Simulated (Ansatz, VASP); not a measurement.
# Cd3HgTe4 in VASP and in Ansatz

The input POSCAR:

```
Cd3HgTe4
1.0
   -3.2474514188      3.2474514188      6.4957238293
    3.2474514188     -3.2474514188      6.4957238293
    3.2474514188      3.2474514188     -6.4957238293
Cd Te Hg
3 4 1
Direct
    0.7500000000      0.2500000000      0.5000000000
    0.5000000000      0.5000000000      0.0000000000
    0.2500000000      0.7500000000      0.5000000000
    0.1252970005      0.6240322503      0.0000000000
    0.8747029995      0.8747029995      0.4987352498
    0.6240322503      0.1252970005      0.0000000000
    0.3759677497      0.3759677497      0.5012647502
    0.0000000000      0.0000000000      0.0000000000
```

INCAR.step1

```
ALGO = Normal ; EDIFF = 1E-4
ENCUT = 520 ; GGA = PE
ISMEAR = 0 ; LASPH = T
LCHARG = F ; LREAL = F
LWAVE = T ; NBANDS = 46
NELM = 80 ; PREC = Accurate
SIGMA = 0.01
```

The input INCAR.step2:

```
ALGO = Normal ; EDIFF = 1E-6
ENCUT = 520 ; ISIF = 2
ISMEAR = 0 ; ISTART = 1
LASPH = T ; LCHARG = F
LMIXTAU = T ; LREAL = F
LWAVE = F ; METAGGA = R2SCAN
NBANDS = 46 ; NELM = 80
PREC = Accurate ; SIGMA = 0.01
```

File KPOINTS:

```
k-points
0
Gamma
  4 4 4
```

Input for Ansatz:

```yaml
crystal:
  lattice:
    - [-3.2474514188, 3.2474514188, 6.4957238293]
    - [3.2474514188, -3.2474514188, 6.4957238293]
    - [3.2474514188, 3.2474514188, -6.4957238293]
  atoms:
    - { symbol: Cd, position: [0.75, 0.25, 0.5] }
    - { symbol: Te, position: [0.1252970005, 0.6240322503, 0.0] }
    - { symbol: Cd, position: [0.5, 0.5, 0.0] }
    - { symbol: Te, position: [0.8747029995, 0.8747029995, 0.4987352498] }
    - { symbol: Cd, position: [0.25, 0.75, 0.5] }
    - { symbol: Te, position: [0.6240322503, 0.1252970005, 0.0] }
    - { symbol: Hg, position: [0.0, 0.0, 0.0] }
    - { symbol: Te, position: [0.3759677497, 0.3759677497, 0.5012647502] }
kpoints:
  mp_grid: { grid: [4, 4, 4] }
hamiltonian:
  xc: r2scan
scf:
  occupations: { method: fixed }
  n_extra_bands: 6
output:
  forces: true
  stress: true
  eigenvalues: true
```

Alike in both runs: task single point; functional r2SCAN; k mesh 4 × 4 × 4; no spin polarisation.

|  | VASP | Ansatz |
| --- | --- | --- |
| version | VASP 6.6.1 | Ansatz 0.2.0 |
| potentials or method | VASP PAW PBE potentials, release 64 (Cd, Te, Hg) | plane waves, PAW |
| plane-wave cutoff (eV) | 520 | 500 |
| occupations | gaussian, width 0.01 eV | fixed |
| valence electrons in the cell | 72 | 144 |

VASP gave:

| Quantity | Value |
| --- | --- |
| gap on the k mesh at the Fermi level (eV) | 0.80 |
| pressure (GPa) | 1.4 |

Problem. Estimate Ansatz's values.

Solution. gap on the k mesh at the Fermi level (eV): 0.81; pressure (GPa): 1.3.

VASP's potentials were made for PBE, not for r2SCAN. VASP's potentials hold 72 valence electrons a cell and Ansatz's 144, so a difference there can come from the potentials and not from the codes.

Spin-orbit coupling is off throughout.
